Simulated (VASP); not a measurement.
Wanted: the native input for a VASP 6.6.1 run.

| Quantity | Value |
| --- | --- |
| Task | single point |
| Functional | PBEsol |
| Potentials or basis | VASP PAW PBE potentials, release 64 (Ru_pv) |
| Cutoff | 520 eV |
| k mesh | 21 × 21 × 12 |
| Occupations | gaussian, width 0.15 eV |
| Spin | no spin polarisation |
| Dipole correction | no |
| Further INCAR settings | ALGO = Fast; EDIFF = 1e-06; NBANDS = 21 |

The structure of Ru lies in POSCAR:

```
Ru
1.0
    2.7466943766      0.0000000000      0.0000000000
   -1.3733471883      2.3787071066      0.0000000000
    0.0000000000      0.0000000000      4.2733071111
Ru
2
Direct
    0.3333333333      0.6666666667      0.2500000000
    0.6666666667      0.3333333333      0.7500000000
```

This cell differs from its parent crystal: volume 13.960 Å^3 an atom, c/a of the conventional cell 1.5558.

One way to write it, as run:

INCAR

```
PREC = Accurate ; ENCUT = 520
EDIFF = 1E-6 ; ISMEAR = 0
SIGMA = 0.15 ; LREAL = F
LASPH = T ; NELM = 80
ALGO = Fast ; ISIF = 2
LWAVE = F ; LCHARG = F
GGA = PS ; NBANDS = 21
```

KPOINTS

```
regular mesh
0
Gamma
  21 21 12
```

Potentials or basis: VASP PAW PBE potentials, release 64 (Ru_pv).

Run with:

```console
$ cat potpaw_PBE.64/Ru_pv/POTCAR > POTCAR
$ mpirun -np 1 vasp_std > vasp.out
```

Results of the run:

```json
{
  "Pressure": "-14.3 GPa",
  "Band gap on the k mesh": "zero (band 14 reaches 13.63 eV, above the bottom of band 15 at 10.56 eV)"
}
```

Caveat: the PAW data sets were made with another functional, which shifts forces and pressure a little.

It took 3.3 min on 1 thread of Intel(R) Xeon(R) Platinum 8259CL CPU @ 2.50GHz (Skylake/Cascade Lake), with other jobs on the host, peak memory 0.26 GiB.
